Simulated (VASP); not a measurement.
# Ni (Fm-3m) in VASP: further runs

Ni is run at these levels: r2SCAN; tasks: single point.

Program: VASP 6.6.1. These are calculated values, not measurements. Logs are shortened: lines on timing, memory, paths and dates and some standing lists are left out, and cuts for length are marked.

## Step 1: The cell of the first run

The structure is cubic, space group Fm-3m (No. 225). The conventional cell has a = 3.498 Å, b = 3.498 Å, c = 3.498 Å, α = 90.00°, β = 90.00°, γ = 90.00°. Ni (site symmetry m-3m) has 12 Ni at 2.47 Å within 3.3 Å.

## Step 2: Single point, r2SCAN, collinear spin, ferromagnetic start

The input, POSCAR:

```
Ni
1.0
    0.0000000000      1.7490803739      1.7490803739
    1.7490803739      0.0000000000      1.7490803739
    1.7490803739      1.7490803739      0.0000000000
Ni
1
Direct
    0.0000000000      0.0000000000      0.0000000000
```

The input, INCAR.step1:

```
  PREC = Accurate
  ENCUT = 520
  ISMEAR = -1
  SIGMA = 0.05
  LREAL = False
  LASPH = True
  NELM = 150
  ISPIN = 2
  MAGMOM = 1
  LMAXMIX = 4
  NBANDS = 15
  GGA = PE
  ALGO = Normal
  EDIFF = 1E-4
  LWAVE = True
  LCHARG = False
```

The input, INCAR.step2:

```
  PREC = Accurate
  ENCUT = 520
  EDIFF = 1E-7
  ISMEAR = -1
  SIGMA = 0.05
  LREAL = False
  LASPH = True
  NELM = 150
  ALGO = Normal
  ISIF = 2
  LWAVE = False
  LCHARG = False
  ISPIN = 2
  MAGMOM = 1
  LORBIT = 11
  LMAXMIX = 4
  METAGGA = R2SCAN
  LMIXTAU = True
  NBANDS = 15
  ISTART = 1
```

The input, KPOINTS:

```
Automatic mesh
0
Gamma
  13 13 13
```

Potentials or basis: VASP PAW PBE potentials, release 64 (Ni).

Run with:

```bash
> cat potpaw_PBE.64/Ni/POTCAR > POTCAR
> cp INCAR.step1 INCAR
> mpirun -np 1 vasp_std > vasp.out
> cp INCAR.step2 INCAR
> mpirun -np 1 vasp_std > vasp.out
```

OUTCAR:

```text
PREC = Accurate
   ENCUT = 520
   EDIFF = 1E-7
   ISMEAR = -1
   LREAL = False
   LASPH = True
   NELM = 150
   ISIF = 2
   ISPIN = 2
   LORBIT = 11
   METAGGA = R2SCAN
   ISTART = 1

 ion  position               nearest neighbor table
   1  0.000  0.000  0.000-

  LATTYP: Found a face centered cubic cell.
 ALAT       =     3.4981607478

  Lattice vectors:

 A1 = (   0.0000000000,   1.7490803739,   1.7490803739)
 A2 = (   1.7490803739,   0.0000000000,   1.7490803739)
 A3 = (   1.7490803739,   1.7490803739,   0.0000000000)

Analysis of symmetry for initial positions (statically):
=====================================================================
 Subroutine PRICEL returns:
 Original cell was already a primitive cell.

 Routine SETGRP: Setting up the symmetry group for a
 face centered cubic supercell.

 Subroutine GETGRP returns: Found 48 space group operations
 (whereof 48 operations were pure point group operations)
 out of a pool of 48 trial point group operations.

The static configuration has the point symmetry O_h .

Analysis of symmetry for dynamics (positions and initial velocities):
=====================================================================
 Subroutine PRICEL returns:
 Original cell was already a primitive cell.

 Routine SETGRP: Setting up the symmetry group for a
 face centered cubic supercell.

 Subroutine GETGRP returns: Found 48 space group operations
 (whereof 48 operations were pure point group operations)
 out of a pool of 48 trial point group operations.

The dynamic configuration has the point symmetry O_h .

Analysis of structural, dynamic, and magnetic symmetry:
=====================================================================
 Subroutine PRICEL returns:
 Original cell was already a primitive cell.

 Routine SETGRP: Setting up the symmetry group for a
 face centered cubic supercell.

 Subroutine GETGRP returns: Found 48 space group operations
 (whereof 48 operations were pure point group operations)
 out of a pool of 48 trial point group operations.

The overall configuration has the point symmetry O_h .

 Subroutine INISYM returns: Found 48 space group operations
 (whereof 48 operations are pure point group operations),
 and found     1 'primitive' translations

----------------------------------------------------------------------------------------

                                     Primitive cell

  volume of cell :      10.7019

  direct lattice vectors                    reciprocal lattice vectors
     0.000000000  1.749080374  1.749080374    -0.285864508  0.285864508  0.285864508
     1.749080374  0.000000000  1.749080374     0.285864508 -0.285864508  0.285864508
     1.749080374  1.749080374  0.000000000     0.285864508  0.285864508 -0.285864508

  length of vectors
     2.473573186  2.473573186  2.473573186     0.495131851  0.495131851  0.495131851

  position of ions in fractional coordinates (direct lattice)
     0.000000000  0.000000000  0.000000000

  ion indices of the primitive-cell ions
   primitive index   ion index
                 1           1

----------------------------------------------------------------------------------------

 KPOINTS: Automatic mesh

Automatic generation of k-mesh.
 Grid dimensions read from file:
 generate k-points for:   13   13   13

 Generating k-lattice:

  Cartesian coordinates                     Fractional coordinates (reciprocal lattice)
    -0.021989578  0.021989578  0.021989578     0.076923077  0.000000000  0.000000000
     0.021989578 -0.021989578  0.021989578     0.000000000  0.076923077  0.000000000
     0.021989578  0.021989578 -0.021989578     0.000000000  0.000000000  0.076923077

  Length of vectors
     0.038087065  0.038087065  0.038087065

  Shift w.r.t. Gamma in fractional coordinates (k-lattice)
     0.000000000  0.000000000  0.000000000

 Subroutine IBZKPT returns following result:
 ===========================================

 Found     84 irreducible k-points:

 Following reciprocal coordinates:
            Coordinates               Weight
  0.000000  0.000000  0.000000      1.000000
  0.076923  0.000000  0.000000      8.000000
  0.153846  0.000000  0.000000      8.000000
  0.230769  0.000000  0.000000      8.000000
  0.307692  0.000000  0.000000      8.000000
  0.384615  0.000000  0.000000      8.000000
[... 16 lines left out ...]
  0.384615  0.153846  0.000000     24.000000
  0.461538  0.153846  0.000000     24.000000
 [... further k-points ...]
   k-points           NKPTS =     84   k-points in BZ     NKDIM =     84   number of bands    NBANDS=     15
   number of dos      NEDOS =    301   number of ions     NIONS =      1
   total plane-waves  NPLWV =   5832
   dimension x,y,z NGX =    18 NGY =   18 NGZ =   18
   dimension x,y,z NGXF=    36 NGYF=   36 NGZF=   36
   ions per type =               1
   NGX,Y,Z   is equivalent  to a cutoff of  12.10, 12.10, 12.10 a.u.
   NGXF,Y,Z  is equivalent  to a cutoff of  24.20, 24.20, 24.20 a.u.
 SYSTEM =  unknown system
   PREC   = accura    normal or accurate (medium, high low for compatibility)
   ISTART =      1    job   : 0-new  1-cont  2-samecut
   ICHARG =      0    charge: 1-file 2-atom 10-const
   ISPIN  =      2    spin polarized calculation?
   LNONCOLLINEAR =      F non collinear calculations
   LSORBIT =      F    spin-orbit coupling
   LASPH  =      T    aspherical Exc in radial PAW
   ENCUT  =  520.0 eV  38.22 Ry    6.18 a.u.   4.60  4.60  4.60*2*pi/ulx,y,z
   NELM   =    150;   NELMIN=  2; NELMDL=  0     # of ELM steps
   EDIFF  = 0.1E-06   stopping-criterion for ELM
   LREAL  =      F    real-space projection
   EDIFFG = 0.1E-05   stopping-criterion for IOM
   NSW    =      0    number of steps for IOM
   IBRION =     -1    ionic relax: 0-MD 1-quasi-New 2-CG
   NFREE  =      0    steps in history (QN), initial steepest desc. (CG)
   ISIF   =      2    stress and relaxation
   ISYM   =      2    0-nonsym 1-usesym 2-fastsym
   POTIM  = 0.5000    time-step for ionic-motion
   TEBEG  =    0.0;   TEEND  =   0.0 temperature during run
   PSTRESS=    0.0 pullay stress
   NELECT =      10.0000    total number of electrons
   NUPDOWN=      -1.0000    fix difference up-down
   EMIN   =  10.00;   EMAX   =-10.00  energy-range for DOS
   EFERMI =   0.00;   METHOD = LEGACY
   ISMEAR =    -1;   SIGMA  =   0.05  broadening in eV -4-tet -1-fermi 0-gaus
   EFERMI_NEDOS =   21; number of points for ismear=-14 and -15
   IALGO  =     38    algorithm
   IMIX   =      4    mixing-type and parameters
     AMIX     =   0.40;   BMIX     =  1.00
     AMIX_MAG =   1.60;   BMIX_MAG =  1.00
  volume/ion in A,a.u.               =      10.70        72.22
  Fermi-wavevector in a.u.,A,eV,Ry     =   1.600498  3.024502 34.852589  2.561593
  Thomas-Fermi vector in A             =   2.697624
   LORBIT       =     11    0 simple, 1 ext, 2 COOP (PROOUT), +10 PAW based schemes
   METAGGA = R2SCAN    functional components
   LHFCALC =     F    Hartree Fock is set to
   AEXX    =    0.0000 exact exchange contribution
   IVDW    =     0    specifies the selected vdW correction
   LEPSILON=     F    determine dielectric tensor
   LRPA    =     F    only Hartree local field effects (RPA)
 spin polarized calculation
  energy-cutoff  :      520.00
  volume of cell :       10.70
 maximum number of plane-waves:       299
   NGX =  9   NGY =  9   NGZ =  9

 number of electron      10.0000009 magnetization       0.6859058

 Free energy of the ion-electron system (eV)
  ---------------------------------------------------
  ext. energy  EPLUGINS =         0.00000000
  ---------------------------------------------------
  free energy    TOTEN  =       -11.94511043 eV

  energy without entropy =      -11.93327711  energy(sigma->0) =      -11.93919377

 E-fermi :   9.5580     XC(G=0): -14.4956

 val. band max:        9.5548062516   @ k =  -0.3846   0.2308   0.0000
 cond. band min:       9.5583119994   @ k =   0.3846   0.0769   0.0000
 fundamental gap:      0.0035057479
 Fermi energy:         9.5580022391

 spin component 1

 k-point     1 :       0.0000    0.0000    0.0000
  band No.  band energies     occupation
      1       0.0294      1.00000
      2       6.6062      1.00000
      3       6.6063      1.00000
      4       6.6063      1.00000
      5       7.9188      1.00000
      6       7.9188      1.00000
      7      34.2391      0.00000
      8      38.5261      0.00000
      9      38.5261      0.00000
     10      38.5265      0.00000
     11      41.2074      0.00000
     12      41.2074      0.00000
     13      41.2075      0.00000
     14      44.6067      0.00000
     15      51.2825      0.00000
[... 397 lines left out ...]
 k-point    24 :       0.4615    0.1538    0.0000
  band No.  band energies     occupation
      1       4.5818      1.00000
      2       6.3111      1.00000
      3       6.6844      1.00000
      4       7.0809      1.00000
      5       8.5635      1.00000
      6      10.1642      0.00001
      7      17.6946      0.00000
      8      29.0984      0.00000
      9      30.9895      0.00000
     10      33.1785      0.00000
     11      43.5270      0.00000
     12      43.7818      0.00000
     13      47.0670      0.00000
     14      49.5649      0.00000
     15      53.4212      0.00000

 [... further k-points ...]

 spin component 2

 k-point     1 :       0.0000    0.0000    0.0000
  band No.  band energies     occupation
      1      -0.2201      1.00000
      2       7.8753      1.00000
      3       7.8753      1.00000
      4       7.8753      1.00000
      5       8.6256      1.00000
      6       8.6256      1.00000
      7      33.9772      0.00000
      8      38.6244      0.00000
      9      38.6245      0.00000
     10      38.6245      0.00000
     11      41.4893      0.00000
     12      41.4894      0.00000
     13      41.4894      0.00000
     14      44.6789      0.00000
     15      51.8628      0.00000
[... 397 lines left out ...]
 k-point    24 :       0.4615    0.1538    0.0000
  band No.  band energies     occupation
      1       5.0846      1.00000
      2       6.8591      1.00000
      3       7.6274      1.00000
      4       7.9824      1.00000
      5       9.7308      0.03061
      6      10.8335      0.00000
      7      18.0864      0.00000
      8      29.1698      0.00000
      9      31.1656      0.00000
     10      33.3273      0.00000
     11      43.6619      0.00000
     12      44.0052      0.00000
     13      47.2971      0.00000
     14      50.4329      0.00000
     15      55.6185      0.00000

 [... further k-points ...]

------------------------ aborting loop because EDIFF is reached ----------------------------------------

  FORCE on cell =-STRESS in cart. coord.  units (eV):
  Direction    XX          YY          ZZ          XY          YZ          ZX
  --------------------------------------------------------------------------------------
  -------------------------------------------------------------------------------------
  Total       -0.2538193     -0.2538193     -0.2538193      0.0000000      0.0000000      0.0000000
  in kB      -37.9993320    -37.9993320    -37.9993320      0.0000000      0.0000000      0.0000000
  external PRESSURE =     -37.9993320 kB  Pullay stress =       0.0000000 kB

 VOLUME and BASIS-vectors are now :
 -----------------------------------------------------------------------------
  energy-cutoff  :      520.00
  volume of cell :       10.70
      direct lattice vectors                 reciprocal lattice vectors
     0.000000000  1.749080374  1.749080374    -0.285864508  0.285864508  0.285864508
     1.749080374  0.000000000  1.749080374     0.285864508 -0.285864508  0.285864508
     1.749080374  1.749080374  0.000000000     0.285864508  0.285864508 -0.285864508

 POSITION                                       TOTAL-FORCE (eV/Angst)
 -----------------------------------------------------------------------------------
      0.00000      0.00000      0.00000         0.000000      0.000000      0.000000
 -----------------------------------------------------------------------------------
    total drift:                                0.000000     -0.000000      0.000000

  FREE ENERGIE OF THE ION-ELECTRON SYSTEM (eV)
  ---------------------------------------------------
  free  energy   TOTEN  =       -11.9451104321 eV

  energy  without entropy=      -11.9332771066  energy(sigma->0) =      -11.93919377

 total charge

# of ion       s       p       d       tot
------------------------------------------
    1        0.519   0.533   8.323   9.375

 magnetization (x)

# of ion       s       p       d       tot
------------------------------------------
    1       -0.011  -0.042   0.759   0.706
```

Wall time 74 s (1 thread of AMD EPYC 9R45 (Zen 5), shared host); peak memory 0.11 GiB.

Results:

```
Free energy                                           : -11.9451 eV
Pressure                                              : -3.8 GPa
Net moment                                            : 0.69 μB per cell
Site moments                                          : Ni +0.71 μB
Valence electrons inside the program's atomic spheres : Ni 9.38
```

Levels at points of the mesh, in eV from the Fermi level:
Spin up:
| k point | band 3 | band 4 | band 5 | band 6 | band 7 | band 8 |
| --- | --- | --- | --- | --- | --- | --- |
| (0.00, 0.00, 0.00) | -2.95 | -2.95 | -1.64 | -1.64 | 24.68 | 28.97 |
Spin down:
| k point | band 3 | band 4 | band 5 | band 6 | band 7 | band 8 |
| --- | --- | --- | --- | --- | --- | --- |
| (0.00, 0.00, 0.00) | -1.68 | -1.68 | -0.93 | -0.93 | 24.42 | 29.07 |

Caveat: the PAW data sets were made with another functional, which shifts forces and pressure a little.

## Step 3: Single point, r2SCAN, collinear spin, ferromagnetic start

This run uses another cell than the first one, of 10.91 Å³/atom, 1.020 times its volume.

The input, POSCAR:

```
Ni
1.0
    0.0000000000      1.7604383569      1.7604383569
    1.7604383569      0.0000000000      1.7604383569
    1.7604383569      1.7604383569      0.0000000000
Ni
1
Direct
    0.0000000000      0.0000000000      0.0000000000
```

The input, INCAR.step1:

```
PREC     = Accurate       # precision mode
ENCUT    = 520            # plane-wave cutoff, eV
ISMEAR   = -1             # smearing method
SIGMA    = 0.05           # smearing width, eV
LREAL    = False          # projectors in reciprocal space
LASPH    = True           # aspherical terms in the spheres
NELM     = 150            # most SCF steps
ISPIN    = 2              # spin polarisation
MAGMOM   = 1              # initial moments
LMAXMIX  = 4              # l up to which the mixer works
NBANDS   = 15             # bands
GGA      = PE             # functional
ALGO     = Normal         # electronic algorithm
EDIFF    = 1E-4           # SCF threshold, eV
LWAVE    = True           # write WAVECAR
LCHARG   = False          # write CHGCAR
```

The input, INCAR.step2:

```
PREC     = Accurate       # precision mode
ENCUT    = 520            # plane-wave cutoff, eV
EDIFF    = 1E-7           # SCF threshold, eV
ISMEAR   = -1             # smearing method
SIGMA    = 0.05           # smearing width, eV
LREAL    = False          # projectors in reciprocal space
LASPH    = True           # aspherical terms in the spheres
NELM     = 150            # most SCF steps
ALGO     = Normal         # electronic algorithm
ISIF     = 2              # what is computed and relaxed
LWAVE    = False          # write WAVECAR
LCHARG   = False          # write CHGCAR
ISPIN    = 2              # spin polarisation
MAGMOM   = 1              # initial moments
LORBIT   = 11             # projections on sites
LMAXMIX  = 4              # l up to which the mixer works
METAGGA  = R2SCAN         # meta-GGA
LMIXTAU  = True         
NBANDS   = 15             # bands
ISTART   = 1
```

The input, KPOINTS:

```
regular mesh
0
Gamma
  13 13 13
```

Potentials or basis: VASP PAW PBE potentials, release 64 (Ni).

Run with:

```bash
> cat potpaw_PBE.64/Ni/POTCAR > POTCAR
> cp INCAR.step1 INCAR
> mpirun -np 1 vasp_std > vasp.out
> cp INCAR.step2 INCAR
> mpirun -np 1 vasp_std > vasp.out
```

Wall time 92 s (1 thread of AMD EPYC 9R45 (Zen 5), shared host); peak memory 0.12 GiB.

It converged, with:

```
Free energy                                           : -11.9378 eV
Pressure                                              : -7.3 GPa
Net moment                                            : 0.71 μB per cell
Site moments                                          : Ni +0.73 μB
Valence electrons inside the program's atomic spheres : Ni 9.34
```

Levels at points of the mesh, in eV from the Fermi level:
Spin up:
```tsv
k point	band 2	band 3	band 4	band 5	band 6	band 7	band 8	band 9
(0.00, 0.00, 0.00)	-2.93	-2.93	-2.93	-1.64	-1.64	24.50	28.63	28.63
```
Spin down:
```
           k point  band 1  band 2  band 3  band 4  band 5  band 6  band 7  band 8  band 9  band 10
(0.00, 0.00, 0.00)   -9.65   -1.62   -1.62   -1.62   -0.92   -0.92   24.24   28.74   28.74    28.74
```

Caveat: the PAW data sets were made with another functional, which shifts forces and pressure a little.

(Part 1 of 2 ends here.)
